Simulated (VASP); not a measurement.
## InSe (km): single point with PBEsol

Crystal: InSe (km).

```xyz
4
Lattice="5.8738 -2.0555 0.0831 5.8738 2.0555 0.0831 -1.6692 0.0000 4.2484" Properties=species:S:1:pos:R:3 pbc="T T T"
In   -0.2791    0.0000    4.1437
In   10.3574    0.0000    0.2708
Se    3.4512    0.0000    1.5974
Se    6.6271    0.0000    2.8171
```

```json
{
 "Program": "VASP 6.6.1",
 "Task": "single point",
 "Functional": "PBEsol",
 "Potentials or basis": "VASP PAW PBE potentials, release 64 (In_d, Se)",
 "Cutoff": "500 eV",
 "k mesh": "4 × 4 × 4",
 "Occupations": "gaussian, width 0.02 eV",
 "Spin": "no spin polarisation",
 "Dipole correction": "no",
 "Further INCAR settings": "ALGO = Normal; EDIFF = 1e-06; NBANDS = 27"
}
```

```
Pressure               : 0.0 GPa
Largest force          : 0.026 eV/Å
Band gap on the k mesh : 1.06 eV, direct
```

Forces on the atoms (eV/Å):
```
In   0.004  0.000  0.007
In  -0.004  0.000 -0.007
Se  -0.002  0.000  0.026
Se   0.002  0.000 -0.026
```

Stress tensor (GPa, compression positive):
```
-0.08  0.00 -0.04
 0.00  0.35  0.00
-0.04  0.00 -0.13
```

Levels at points of the mesh, in eV from the valence-band top:
```tsv
k point	band 16	band 17	band 18	band 19	band 20	band 21	band 22	band 23
(0.00, 0.00, 0.00)	-2.41	-2.13	-1.62	-1.27	2.86	3.60	4.10	5.21
(0.50, 0.00, 0.00)	-1.88	-1.45	-1.26	-0.92	1.80	2.67	3.44	3.64
(0.50, 0.50, 0.00)	-2.31	-1.00	-0.65	-0.17	1.28	2.87	2.92	4.64
(0.00, 0.00, 0.50)	-1.63	-1.50	-1.02	0.00	1.06	2.57	3.60	3.62
(0.50, 0.00, 0.50)	-3.19	-2.48	-2.25	-1.64	2.33	3.29	4.49	4.66
(0.50, 0.50, 0.50)	-1.39	-1.35	-0.97	-0.17	2.23	3.19	3.33	4.15
```

Run time: 91 s on 1 thread of Intel Xeon 6975P-C, on a shared host, peak memory 0.29 GiB.

Caveat: the PAW data sets were made with another functional, which shifts forces and pressure a little; spin-orbit coupling is left out, which moves the levels of the heavy elements. A k mesh can miss the band edges.
